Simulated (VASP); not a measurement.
# SnSe2 (P-3m1) in VASP: a series of runs

SnSe2 is run at these levels: PBE, r2SCAN; tasks: single point.

Program: VASP 6.6.1. These are calculated values, not measurements. Logs are shortened: lines on timing, memory, paths and dates and some standing lists are left out, and cuts for length are marked.

## 1. The cell of the first run

The structure is trigonal, space group P-3m1 (No. 164). Conventional cell: a = 3.825 Å, b = 3.825 Å, c = 6.227 Å, α = 90.00°, β = 90.00°, γ = 120.00°. Within 3.6 Å of Sn (site symmetry -3m) lie 6 Se at 2.71 Å. Within 3.6 Å of Se (site symmetry 3m) lie 3 Sn at 2.71 Å.

## 2. Single point, PBE

Contents of INCAR:

```
  PREC = Accurate
  ENCUT = 520
  EDIFF = 1E-7
  ISMEAR = 0
  SIGMA = 0.01
  LREAL = F
  LASPH = T
  NELM = 60
  ALGO = Normal
  ISIF = 2
  LWAVE = F
  LCHARG = F
  GGA = PE
  NBANDS = 20
```

Contents of KPOINTS:

```
regular mesh
0
Gamma
  6 6 4
```

Contents of POSCAR:

```
SnSe2
1.0
    3.8251493292      0.0000000000      0.0000000000
   -1.9125746646      3.3126764923      0.0000000000
    0.0000000000      0.0000000000      6.2270790415
Sn Se
1 2
Direct
    0.0000000000      0.0000000000      0.0000000000
    0.3333333333      0.6666666667      0.2530782243
    0.6666666667      0.3333333333      0.7469217757
```

Potentials or basis: VASP PAW PBE potentials, release 64 (Sn_d, Se).

The run is started by

```
> cat potpaw_PBE.64/Sn_d/POTCAR potpaw_PBE.64/Se/POTCAR > POTCAR
> mpirun -np 1 vasp_std > vasp.out
```

OUTCAR:

```text
PREC = Accurate
   ENCUT = 520
   EDIFF = 1E-7
   ISMEAR = 0
   LREAL = F
   LASPH = T
   NELM = 60
   ISIF = 2
   GGA = PE

 ion  position               nearest neighbor table
   1  0.000  0.000  0.000-   2 2.71   3 2.71   2 2.71   3 2.71   3 2.71   2 2.71
   2  0.333  0.667  0.253-   1 2.71   1 2.71   1 2.71
   3  0.667  0.333  0.747-   1 2.71   1 2.71   1 2.71

  LATTYP: Found a hexagonal cell.
 ALAT       =     3.8251493292
 C/A-ratio  =     1.6279309657

  Lattice vectors:

 A1 = (   3.8251493292,   0.0000000000,   0.0000000000)
 A2 = (  -1.9125746646,   3.3126764923,   0.0000000000)
 A3 = (   0.0000000000,   0.0000000000,   6.2270790415)

Analysis of symmetry for initial positions (statically):
=====================================================================
 Subroutine PRICEL returns:
 Original cell was already a primitive cell.

 Routine SETGRP: Setting up the symmetry group for a
 hexagonal supercell.

 Subroutine GETGRP returns: Found 12 space group operations
 (whereof 12 operations were pure point group operations)
 out of a pool of 24 trial point group operations.

The static configuration has the point symmetry D_3d.

Analysis of symmetry for dynamics (positions and initial velocities):
=====================================================================
 Subroutine PRICEL returns:
 Original cell was already a primitive cell.

 Routine SETGRP: Setting up the symmetry group for a
 hexagonal supercell.

 Subroutine GETGRP returns: Found 12 space group operations
 (whereof 12 operations were pure point group operations)
 out of a pool of 24 trial point group operations.

The dynamic configuration has the point symmetry D_3d.

 Subroutine INISYM returns: Found 12 space group operations
 (whereof 12 operations are pure point group operations),
 and found     1 'primitive' translations

----------------------------------------------------------------------------------------

                                     Primitive cell

  volume of cell :      78.9063

  direct lattice vectors                    reciprocal lattice vectors
     3.825149329  0.000000000  0.000000000     0.261427702  0.150935354  0.000000000
    -1.912574665  3.312676492  0.000000000     0.000000000  0.301870709  0.000000000
     0.000000000  0.000000000  6.227079041     0.000000000  0.000000000  0.160588936

  length of vectors
     3.825149329  3.825149329  6.227079041     0.301870709  0.301870709  0.160588936

  position of ions in fractional coordinates (direct lattice)
     0.000000000  0.000000000  0.000000000
     0.333333333  0.666666667  0.253078224
     0.666666667  0.333333333  0.746921776

  ion indices of the primitive-cell ions
   primitive index   ion index
                 1           1
                 2           2
                 3           3

----------------------------------------------------------------------------------------

 KPOINTS: regular mesh

Automatic generation of k-mesh.
 Grid dimensions read from file:
 generate k-points for:    6    6    4

 Generating k-lattice:

  Cartesian coordinates                     Fractional coordinates (reciprocal lattice)
     0.043571284  0.025155892  0.000000000     0.166666667  0.000000000  0.000000000
     0.000000000  0.050311785  0.000000000     0.000000000  0.166666667  0.000000000
     0.000000000  0.000000000  0.040147234     0.000000000  0.000000000  0.250000000

  Length of vectors
     0.050311785  0.050311785  0.040147234

  Shift w.r.t. Gamma in fractional coordinates (k-lattice)
     0.000000000  0.000000000  0.000000000

 Subroutine IBZKPT returns following result:
 ===========================================

 Found     24 irreducible k-points:

 Following reciprocal coordinates:
            Coordinates               Weight
  0.000000  0.000000  0.000000      1.000000
  0.166667  0.000000  0.000000      6.000000
  0.333333 -0.000000  0.000000      6.000000
  0.500000 -0.000000  0.000000      3.000000
  0.166667  0.166667  0.000000      6.000000
  0.333333  0.166667  0.000000     12.000000
[... 16 lines left out ...]
  0.333333  0.166667  0.500000     12.000000
  0.333333  0.333333  0.500000      2.000000
   k-points           NKPTS =     24   k-points in BZ     NKDIM =     24   number of bands    NBANDS=     20
   number of dos      NEDOS =    301   number of ions     NIONS =      3
   total plane-waves  NPLWV =  37632
   dimension x,y,z NGX =    28 NGY =   28 NGZ =   48
   dimension x,y,z NGXF=    56 NGYF=   56 NGZF=   96
   ions per type =               1   2
   NGX,Y,Z   is equivalent  to a cutoff of  12.17, 12.17, 12.81 a.u.
   NGXF,Y,Z  is equivalent  to a cutoff of  24.34, 24.34, 25.63 a.u.
 SYSTEM =  unknown system
   PREC   = accura    normal or accurate (medium, high low for compatibility)
   ISTART =      0    job   : 0-new  1-cont  2-samecut
   ICHARG =      2    charge: 1-file 2-atom 10-const
   ISPIN  =      1    spin polarized calculation?
   LNONCOLLINEAR =      F non collinear calculations
   LSORBIT =      F    spin-orbit coupling
   LASPH  =      T    aspherical Exc in radial PAW
   ENCUT  =  520.0 eV  38.22 Ry    6.18 a.u.   7.11  7.11 11.58*2*pi/ulx,y,z
   NELM   =     60;   NELMIN=  2; NELMDL= -5     # of ELM steps
   EDIFF  = 0.1E-06   stopping-criterion for ELM
   LREAL  =      F    real-space projection
   EDIFFG = 0.1E-05   stopping-criterion for IOM
   NSW    =      0    number of steps for IOM
   IBRION =     -1    ionic relax: 0-MD 1-quasi-New 2-CG
   NFREE  =      0    steps in history (QN), initial steepest desc. (CG)
   ISIF   =      2    stress and relaxation
   ISYM   =      2    0-nonsym 1-usesym 2-fastsym
   POTIM  = 0.5000    time-step for ionic-motion
   TEBEG  =    0.0;   TEEND  =   0.0 temperature during run
   PSTRESS=    0.0 pullay stress
   NELECT =      26.0000    total number of electrons
   NUPDOWN=      -1.0000    fix difference up-down
   EMIN   =  10.00;   EMAX   =-10.00  energy-range for DOS
   EFERMI =   0.00;   METHOD = LEGACY
   ISMEAR =     0;   SIGMA  =   0.01  broadening in eV -4-tet -1-fermi 0-gaus
   EFERMI_NEDOS =   21; number of points for ismear=-14 and -15
   IALGO  =     38    algorithm
   IMIX   =      4    mixing-type and parameters
     AMIX     =   0.40;   BMIX     =  1.00
     AMIX_MAG =   1.60;   BMIX_MAG =  1.00
  volume/ion in A,a.u.               =      26.30       177.50
  Fermi-wavevector in a.u.,A,eV,Ry     =   1.130738  2.136785 17.395982  1.278569
  Thomas-Fermi vector in A             =   2.267435
   LORBIT       =      0    0 simple, 1 ext, 2 COOP (PROOUT), +10 PAW based schemes
   GGA     = PE    functional components
   LHFCALC =     F    Hartree Fock is set to
   AEXX    =    0.0000 exact exchange contribution
   IVDW    =     0    specifies the selected vdW correction
   LEPSILON=     F    determine dielectric tensor
   LRPA    =     F    only Hartree local field effects (RPA)
 non-spin polarized calculation
 Gauss-broadening in eV      SIGMA  =   0.01
  energy-cutoff  :      520.00
  volume of cell :       78.91
 maximum number of plane-waves:      2142
   NGX = 15   NGY = 15   NGZ = 23

 number of electron      26.0000000 magnetization

 Free energy of the ion-electron system (eV)
  ---------------------------------------------------
  ext. energy  EPLUGINS =         0.00000000
  ---------------------------------------------------
  free energy    TOTEN  =       -11.81273878 eV

  energy without entropy =      -11.81273878  energy(sigma->0) =      -11.81273878

 E-fermi :   3.9487     XC(G=0):  -9.3728

 val. band max:        3.8924534486   @ k =   0.1667   0.0000   0.0000
 cond. band min:       4.6792604242   @ k =   0.5000  -0.0000   0.5000
 fundamental gap:      0.7868069756
 Fermi energy:         3.9486827994

 k-point     1 :       0.0000    0.0000    0.0000
  band No.  band energies     occupation
      1     -17.2880      2.00000
      2     -17.2880      2.00000
      3     -17.2523      2.00000
      4     -17.2401      2.00000
      5     -17.2401      2.00000
      6      -9.8289      2.00000
[... 12 lines left out ...]
     19      12.9312      0.00000
     20      12.9312      0.00000

 k-point     2 :       0.1667    0.0000    0.0000
  band No.  band energies     occupation
      1     -17.2994      2.00000
      2     -17.2792      2.00000
      3     -17.2481      2.00000
      4     -17.2430      2.00000
      5     -17.2386      2.00000
      6      -9.5634      2.00000
[... 12 lines left out ...]
     19      12.1871      0.00000
     20      13.2083      0.00000

 k-point     3 :       0.3333   -0.0000    0.0000
  band No.  band energies     occupation
      1     -17.3257      2.00000
      2     -17.2688      2.00000
      3     -17.2579      2.00000
      4     -17.2281      2.00000
      5     -17.2268      2.00000
      6      -8.8590      2.00000
[... 12 lines left out ...]
     19      12.9461      0.00000
     20      13.7025      0.00000

 k-point     4 :       0.5000   -0.0000    0.0000
  band No.  band energies     occupation
      1     -17.3396      2.00000
      2     -17.2672      2.00000
      3     -17.2626      2.00000
      4     -17.2191      2.00000
      5     -17.2183      2.00000
      6      -8.2561      2.00000
[... 12 lines left out ...]
     19      13.8512      0.00000
     20      14.5458      0.00000

 k-point     5 :       0.1667    0.1667    0.0000
  band No.  band energies     occupation
      1     -17.3126      2.00000
      2     -17.2764      2.00000
      3     -17.2508      2.00000
      4     -17.2412      2.00000
      5     -17.2266      2.00000
      6      -9.0725      2.00000
[... 12 lines left out ...]
     19      10.9934      0.00000
     20      14.0422      0.00000
[... 353 lines left out ...]
      6      -8.1586      2.00000
[... 12 lines left out ...]
     19      13.5396      0.00000
     20      14.5509      0.00000

 k-point    22 :       0.1667    0.1667    0.5000
  band No.  band energies     occupation
      1     -17.3128      2.00000
      2     -17.2765      2.00000
      3     -17.2508      2.00000
      4     -17.2411      2.00000
      5     -17.2266      2.00000
      6      -8.9119      2.00000
[... 12 lines left out ...]
     19      11.9648      0.00000
     20      13.0874      0.00000

 k-point    23 :       0.3333    0.1667    0.5000
  band No.  band energies     occupation
      1     -17.3258      2.00000
      2     -17.2786      2.00000
      3     -17.2545      2.00000
      4     -17.2301      2.00000
      5     -17.2184      2.00000
      6      -8.2179      2.00000
[... 12 lines left out ...]
     19      12.3275      0.00000
     20      13.6806      0.00000

 k-point    24 :       0.3333    0.3333    0.5000
  band No.  band energies     occupation
      1     -17.3040      2.00000
      2     -17.3040      2.00000
      3     -17.2390      2.00000
      4     -17.2390      2.00000
      5     -17.2216      2.00000
      6      -7.8180      2.00000
[... 12 lines left out ...]
     19      13.0759      0.00000
     20      13.0964      0.00000

------------------------ aborting loop because EDIFF is reached ----------------------------------------

  FORCE on cell =-STRESS in cart. coord.  units (eV):
  Direction    XX          YY          ZZ          XY          YZ          ZX
  --------------------------------------------------------------------------------------
  -------------------------------------------------------------------------------------
  Total        1.4778528      1.4778528      1.4782753      0.0000000      0.0000000     -0.0000000
  in kB       30.0075097     30.0075097     30.0160891      0.0000000      0.0000000     -0.0000000
  external PRESSURE =      30.0103695 kB  Pullay stress =       0.0000000 kB

 VOLUME and BASIS-vectors are now :
 -----------------------------------------------------------------------------
  energy-cutoff  :      520.00
  volume of cell :       78.91
      direct lattice vectors                 reciprocal lattice vectors
     3.825149329  0.000000000  0.000000000     0.261427702  0.150935354  0.000000000
    -1.912574665  3.312676492  0.000000000     0.000000000  0.301870709  0.000000000
     0.000000000  0.000000000  6.227079041     0.000000000  0.000000000  0.160588936

 POSITION                                       TOTAL-FORCE (eV/Angst)
 -----------------------------------------------------------------------------------
      0.00000      0.00000      0.00000        -0.000000     -0.000000      0.000000
     -0.00000      2.20845      1.57594         0.000000     -0.000000      0.261974
      1.91257      1.10423      4.65114        -0.000000      0.000000     -0.261974
 -----------------------------------------------------------------------------------
    total drift:                                0.000000      0.000000      0.000000

  FREE ENERGIE OF THE ION-ELECTRON SYSTEM (eV)
  ---------------------------------------------------
  free  energy   TOTEN  =       -11.8127387778 eV

  energy  without entropy=      -11.8127387778  energy(sigma->0) =      -11.81273878
```

Run time: 29 s. Hardware: 1 thread of AMD EPYC 7R13 (Zen 3), shared host; peak memory 0.17 GiB.

What came out:

```
Free energy            : -11.8127 eV
Pressure               : 3.0 GPa
Largest force          : 0.262 eV/Å
Band gap on the k mesh : 0.79 eV, indirect (least direct gap 1.12 eV)
```

Forces in eV/Å, atoms in the order of the input:
```
Sn   0.000  0.000  0.000
Se   0.000  0.000  0.262
Se   0.000  0.000 -0.262
```

Caveat: spin-orbit coupling is left out, which moves the levels of the heavy elements; this functional lacks dispersion, which binds the layers, so the pressure and a relaxed spacing across them are unreliable. A k mesh can miss the band edges.

[end of part 1 of 2]
